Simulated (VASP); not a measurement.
# Se (R-3m) in VASP: single point with PBEsol

Aim: the single point of Se with PBEsol.

All numbers are computed with VASP 6.6.1; they aren't measurements. Logs are shortened: lines on timing, memory, paths and dates and some standing lists are left out, and cuts for length are marked.

## 1. The cell of the first run

It takes space group R-3m (No. 166, trigonal). The conventional cell has a = 3.771 Å, b = 3.771 Å, c = 2.591 Å, α = 90.00°, β = 90.00°, γ = 120.00°. Within 3.1 Å of Se (site symmetry -3m) lie 14 Se at 2.34 to 2.78 Å.

## 2. Single point, PBEsol

Input file INCAR:

```
SYSTEM = Se
PREC     = Accurate       ! precision mode
ENCUT    = 520            ! plane-wave cutoff, eV
EDIFF    = 1E-7           ! SCF threshold, eV
ISMEAR   = -1             ! smearing method
SIGMA    = 0.02           ! smearing width, eV
LREAL    = .False.        ! projectors in reciprocal space
LASPH    = .True.         ! aspherical terms in the spheres
NELM     = 80             ! most SCF steps
ALGO     = Normal         ! electronic algorithm
ISIF     = 2              ! what is computed and relaxed
LWAVE    = .False.        ! write WAVECAR
LCHARG   = .True.         ! write CHGCAR
GGA      = PS             ! functional
LELF     = .True.         ! ELF
LVHAR    = .True.       
NBANDS   = 9              ! bands
```

Input file KPOINTS:

```
Automatic mesh
0
Gamma
  13 13 13
  0 0 0
```

Input file POSCAR:

```
Se
1.0
    1.8857032593      1.0887112861      0.8636684224
   -1.8857032593      1.0887112861      0.8636684224
    0.0000000000     -2.1774225723      0.8636684224
Se
1
Direct
    0.0000000000      0.0000000000      0.0000000000
```

Potentials or basis: VASP PAW PBE potentials, release 64 (Se).

Run with:

```sh
$ cat potpaw_PBE.64/Se/POTCAR > POTCAR
$ mpirun -np 1 vasp_std > vasp.out
```

OUTCAR:

```text
SYSTEM = Se
   PREC = Accurate
   ENCUT = 520
   EDIFF = 1E-7
   ISMEAR = -1
   LREAL = .False.
   LASPH = .True.
   NELM = 80
   ISIF = 2
   GGA = PS

 ion  position               nearest neighbor table
   1  0.000  0.000  0.000-

  LATTYP: Found a trigonal (rhomboedric) cell.
 ALAT       =     2.3424543092
 COS(alpha) =    -0.2960878581

  Lattice vectors:

 A1 = (   1.8857032593,   1.0887112861,   0.8636684224)
 A2 = (  -1.8857032593,   1.0887112861,   0.8636684224)
 A3 = (   0.0000000000,  -2.1774225723,   0.8636684224)

Analysis of symmetry for initial positions (statically):
=====================================================================
 Subroutine PRICEL returns:
 Original cell was already a primitive cell.

 Routine SETGRP: Setting up the symmetry group for a
 trigonal (rhombohedral) supercell.

 Subroutine GETGRP returns: Found 12 space group operations
 (whereof 12 operations were pure point group operations)
 out of a pool of 12 trial point group operations.

The static configuration has the point symmetry D_3d.

Analysis of symmetry for dynamics (positions and initial velocities):
=====================================================================
 Subroutine PRICEL returns:
 Original cell was already a primitive cell.

 Routine SETGRP: Setting up the symmetry group for a
 trigonal (rhombohedral) supercell.

 Subroutine GETGRP returns: Found 12 space group operations
 (whereof 12 operations were pure point group operations)
 out of a pool of 12 trial point group operations.

The dynamic configuration has the point symmetry D_3d.

 Subroutine INISYM returns: Found 12 space group operations
 (whereof 12 operations are pure point group operations),
 and found     1 'primitive' translations

----------------------------------------------------------------------------------------

                                     Primitive cell

  volume of cell :      10.6386

  direct lattice vectors                    reciprocal lattice vectors
     1.885703259  1.088711286  0.863668422     0.265153066  0.153086194  0.385950586
    -1.885703259  1.088711286  0.863668422    -0.265153066  0.153086194  0.385950586
     0.000000000 -2.177422572  0.863668422     0.000000000 -0.306172387  0.385950586

  length of vectors
     2.342454309  2.342454309  2.342454312     0.492645294  0.492645294  0.492645293

  position of ions in fractional coordinates (direct lattice)
     0.000000000  0.000000000  0.000000000

  ion indices of the primitive-cell ions
   primitive index   ion index
                 1           1

----------------------------------------------------------------------------------------

 KPOINTS: Automatic mesh

Automatic generation of k-mesh.
 Grid dimensions read from file:
 generate k-points for:   13   13   13

 Generating k-lattice:

  Cartesian coordinates                     Fractional coordinates (reciprocal lattice)
     0.020396390  0.011775861  0.029688507     0.076923077  0.000000000  0.000000000
    -0.020396390  0.011775861  0.029688507     0.000000000  0.076923077  0.000000000
     0.000000000 -0.023551722  0.029688507    -0.000000000 -0.000000000  0.076923077

  Length of vectors
     0.037895792  0.037895792  0.037895792

  Shift w.r.t. Gamma in fractional coordinates (k-lattice)
     0.000000000  0.000000000  0.000000000

 Subroutine IBZKPT returns following result:
 ===========================================

 Found    231 irreducible k-points:

 Following reciprocal coordinates:
            Coordinates               Weight
  0.000000  0.000000  0.000000      1.000000
  0.076923  0.000000 -0.000000      6.000000
  0.153846 -0.000000 -0.000000      6.000000
  0.230769 -0.000000  0.000000      6.000000
  0.307692 -0.000000 -0.000000      6.000000
  0.384615  0.000000 -0.000000      6.000000
[... 16 lines left out ...]
  0.384615  0.153846 -0.000000     12.000000
  0.461538  0.153846 -0.000000     12.000000
 [... further k-points ...]
   k-points           NKPTS =    231   k-points in BZ     NKDIM =    231   number of bands    NBANDS=      9
   number of dos      NEDOS =    301   number of ions     NIONS =      1
   total plane-waves  NPLWV =   5832
   dimension x,y,z NGX =    18 NGY =   18 NGZ =   18
   dimension x,y,z NGXF=    36 NGYF=   36 NGZF=   36
   ions per type =               1
   NGX,Y,Z   is equivalent  to a cutoff of  12.77, 12.77, 12.77 a.u.
   NGXF,Y,Z  is equivalent  to a cutoff of  25.55, 25.55, 25.55 a.u.
 SYSTEM =  Se
   PREC   = accura    normal or accurate (medium, high low for compatibility)
   ISTART =      0    job   : 0-new  1-cont  2-samecut
   ICHARG =      2    charge: 1-file 2-atom 10-const
   ISPIN  =      1    spin polarized calculation?
   LNONCOLLINEAR =      F non collinear calculations
   LSORBIT =      F    spin-orbit coupling
   LASPH  =      T    aspherical Exc in radial PAW
   ENCUT  =  520.0 eV  38.22 Ry    6.18 a.u.   4.36  4.36  4.36*2*pi/ulx,y,z
   NELM   =     80;   NELMIN=  2; NELMDL= -5     # of ELM steps
   EDIFF  = 0.1E-06   stopping-criterion for ELM
   LREAL  =      F    real-space projection
   EDIFFG = 0.1E-05   stopping-criterion for IOM
   NSW    =      0    number of steps for IOM
   IBRION =     -1    ionic relax: 0-MD 1-quasi-New 2-CG
   NFREE  =      0    steps in history (QN), initial steepest desc. (CG)
   ISIF   =      2    stress and relaxation
   ISYM   =      2    0-nonsym 1-usesym 2-fastsym
   POTIM  = 0.5000    time-step for ionic-motion
   TEBEG  =    0.0;   TEEND  =   0.0 temperature during run
   PSTRESS=    0.0 pullay stress
   NELECT =       6.0000    total number of electrons
   NUPDOWN=      -1.0000    fix difference up-down
   EMIN   =  10.00;   EMAX   =-10.00  energy-range for DOS
   EFERMI =   0.00;   METHOD = LEGACY
   ISMEAR =    -1;   SIGMA  =   0.02  broadening in eV -4-tet -1-fermi 0-gaus
   EFERMI_NEDOS =   21; number of points for ismear=-14 and -15
   IALGO  =     38    algorithm
   IMIX   =      4    mixing-type and parameters
     AMIX     =   0.40;   BMIX     =  1.00
     AMIX_MAG =   1.60;   BMIX_MAG =  1.00
  volume/ion in A,a.u.               =      10.64        71.79
  Fermi-wavevector in a.u.,A,eV,Ry     =   1.352583  2.556010 24.891582  1.829480
  Thomas-Fermi vector in A             =   2.479909
   LORBIT       =      0    0 simple, 1 ext, 2 COOP (PROOUT), +10 PAW based schemes
   GGA     = PS    functional components
   LHFCALC =     F    Hartree Fock is set to
   AEXX    =    0.0000 exact exchange contribution
   IVDW    =     0    specifies the selected vdW correction
   LEPSILON=     F    determine dielectric tensor
   LRPA    =     F    only Hartree local field effects (RPA)
 non-spin polarized calculation
  energy-cutoff  :      520.00
  volume of cell :       10.64
 maximum number of plane-waves:       297
 NGX is ok and might be reduce to    18
   NGX =  9   NGY =  9   NGZ =  9

 number of electron       5.9999999 magnetization

 Free energy of the ion-electron system (eV)
  ---------------------------------------------------
  ext. energy  EPLUGINS =         0.00000000
  ---------------------------------------------------
  free energy    TOTEN  =        -0.34163719 eV

  energy without entropy =       -0.34080397  energy(sigma->0) =       -0.34122058

 E-fermi :  16.1211     XC(G=0): -13.8190

 val. band max:       16.1156235427   @ k =  -0.4615   0.0769   0.0769
 cond. band min:      16.1358324300   @ k =  -0.3077   0.4615   0.2308
 fundamental gap:      0.0202088873
 Fermi energy:        16.1211410652

 k-point     1 :       0.0000    0.0000    0.0000
  band No.  band energies     occupation
      1      -8.7306      2.00000
      2      22.0749      0.00000
      3      24.4429      0.00000
      4      24.4429      0.00000
      5      28.5891      0.00000
      6      28.5891      0.00000
      7      31.1920      0.00000
      8      34.7053      0.00000
      9      34.7053      0.00000

 k-point     2 :       0.0769    0.0000   -0.0000
  band No.  band energies     occupation
      1      -8.5162      2.00000
      2      20.6210      0.00000
      3      22.7947      0.00000
      4      24.0233      0.00000
      5      28.4661      0.00000
      6      29.9471      0.00000
      7      31.4678      0.00000
      8      34.0423      0.00000
      9      34.1330      0.00000

 k-point     3 :       0.1538   -0.0000   -0.0000
  band No.  band energies     occupation
      1      -7.8737      2.00000
      2      16.8456      0.00000
      3      21.3018      0.00000
      4      23.1361      0.00000
      5      27.6513      0.00000
      6      29.1578      0.00000
      7      33.6935      0.00000
      8      33.8417      0.00000
      9      35.2834      0.00000

 k-point     4 :       0.2308   -0.0000    0.0000
  band No.  band energies     occupation
      1      -6.8054      2.00000
      2      12.7581      2.00000
      3      20.0334      0.00000
      4      22.2346      0.00000
      5      26.3389      0.00000
      6      27.7914      0.00000
      7      34.6994      0.00000
      8      36.5752      0.00000
      9      36.8599      0.00000
[... 205 lines left out ...]
 k-point    22 :       0.3077    0.1538   -0.0000
  band No.  band energies     occupation
      1      -3.1073      2.00000
      2       6.6649      2.00000
      3      12.9205      2.00000
      4      18.8796      0.00000
      5      27.3715      0.00000
      6      31.6473      0.00000
      7      34.8107      0.00000
      8      41.4991      0.00000
      9      44.0364      0.00000

 k-point    23 :       0.3846    0.1538   -0.0000
  band No.  band energies     occupation
      1      -1.0719      2.00000
      2       3.6551      2.00000
      3      12.8676      2.00000
      4      18.7832      0.00000
      5      26.6363      0.00000
      6      31.5155      0.00000
      7      35.9764      0.00000
      8      39.1406      0.00000
      9      46.1797      0.00000

 k-point    24 :       0.4615    0.1538   -0.0000
  band No.  band energies     occupation
      1      -0.4547      2.00000
      2       2.8658      2.00000
      3      13.2446      2.00000
      4      19.0475      0.00000
      5      26.2351      0.00000
      6      31.0796      0.00000
      7      36.5928      0.00000
      8      37.9761      0.00000
      9      43.0165      0.00000

 [... further k-points ...]
[... 5 lines left out ...]
  --------------------------------------------------------------------------------------
  -------------------------------------------------------------------------------------
  Total       13.2276674     13.2276674     12.1655240      0.0000000     -0.0000000      0.0000000
  in kB     1992.0924047   1992.0924112   1832.1331541      0.0000000     -0.0000001      0.0000000
  external PRESSURE =    1938.7726566 kB  Pullay stress =       0.0000000 kB

 VOLUME and BASIS-vectors are now :
 -----------------------------------------------------------------------------
  energy-cutoff  :      520.00
  volume of cell :       10.64
      direct lattice vectors                 reciprocal lattice vectors
     1.885703259  1.088711286  0.863668422     0.265153066  0.153086194  0.385950586
    -1.885703259  1.088711286  0.863668422    -0.265153066  0.153086194  0.385950586
     0.000000000 -2.177422572  0.863668422     0.000000000 -0.306172387  0.385950586

 POSITION                                       TOTAL-FORCE (eV/Angst)
 -----------------------------------------------------------------------------------
      0.00000      0.00000      0.00000         0.000000      0.000000      0.000000
 -----------------------------------------------------------------------------------
    total drift:                               -0.000000     -0.000000      0.000000

  FREE ENERGIE OF THE ION-ELECTRON SYSTEM (eV)
  ---------------------------------------------------
  free  energy   TOTEN  =        -0.3416371855 eV

  energy  without entropy=       -0.3408039699  energy(sigma->0) =       -0.34122058
```

Run time: 29 s. Hardware: 1 thread of Intel Xeon 8259CL, shared host; peak memory 0.13 GiB.

Results:

* Free energy: -0.3416 eV
* Pressure: 193.9 GPa
* Band gap on the k mesh: zero (band 3 reaches 24.44 eV, above the bottom of band 4 at 8.31 eV)

Stress tensor (GPa, compression positive):
```
199.21   0.00   0.00
  0.00 199.21   0.00
  0.00   0.00 183.21
```

Levels at points of the mesh, in eV from the Fermi level:
| k point | band 1 | band 2 | band 3 | band 4 | band 5 | band 6 |
| --- | --- | --- | --- | --- | --- | --- |
| (0.00, 0.00, 0.00) | -24.85 | 5.95 | 8.32 | 8.32 | 12.47 | 12.47 |

Caveat: the PAW data sets were made with another functional, which shifts forces and pressure a little.
